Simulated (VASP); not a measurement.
Wanted: the native input for a VASP 6.6.1 run.

```yaml
Task: single point
Functional: PBE
Dispersion: D3(BJ)
Potentials_or_basis: VASP PAW PBE potentials, release 64 (Ru_pv)
Cutoff: 520 eV
k_mesh: 10 × 10 × 5
Occupations: fermi-dirac, width 0.05 eV
Spin: no spin polarisation
Dipole_correction: no
Further_INCAR_settings: ALGO = Normal; EDIFF = 1e-06; NBANDS = 21
```

The structure of Ru lies in POSCAR:

```
Ru
1.0
    2.6800000000      0.0000000000      0.0000000000
   -1.3400000000      2.3209480821      0.0000000000
    0.0000000000      0.0000000000      4.3764400000
Ru
2
Direct
    0.3333333333      0.6666666667      0.2500000000
    0.6666666667      0.3333333333      0.7500000000
```

The input as run:

INCAR

```
SYSTEM = Ru
PREC     = Accurate       ! precision mode
ENCUT    = 520            ! plane-wave cutoff, eV
EDIFF    = 1E-6           ! SCF threshold, eV
ISMEAR   = -1             ! smearing method
SIGMA    = 0.05           ! smearing width, eV
LREAL    = .False.        ! projectors in reciprocal space
LASPH    = .True.         ! aspherical terms in the spheres
NELM     = 60             ! most SCF steps
ALGO     = Normal         ! electronic algorithm
ISIF     = 2              ! what is computed and relaxed
LWAVE    = .False.        ! write WAVECAR
LCHARG   = .False.        ! write CHGCAR
GGA      = PE             ! functional
IVDW     = 12             ! dispersion correction
NBANDS   = 21             ! bands
```

KPOINTS

```
Automatic mesh
0
Gamma
  10 10 5
  0 0 0
```

Potentials or basis: VASP PAW PBE potentials, release 64 (Ru_pv).

Run with:

```console
$ cat potpaw_PBE.64/Ru_pv/POTCAR > POTCAR
$ mpirun -np 1 vasp_std > vasp.out
```

Results of the run:

| Property | Result |
| --- | --- |
| Pressure | -3.9 GPa |
| Band gap on the k mesh | zero (band 14 reaches 14.41 eV, above the bottom of band 15 at 11.43 eV) |
| Dispersion energy per atom | -0.622 eV |

Caveat: three body term missing; pairwise dispersion overbinds metals, which lowers pressure and volume.

Run time: 32 s on 1 thread of Intel Xeon 8259CL (shared host), peak memory 0.16 GiB.
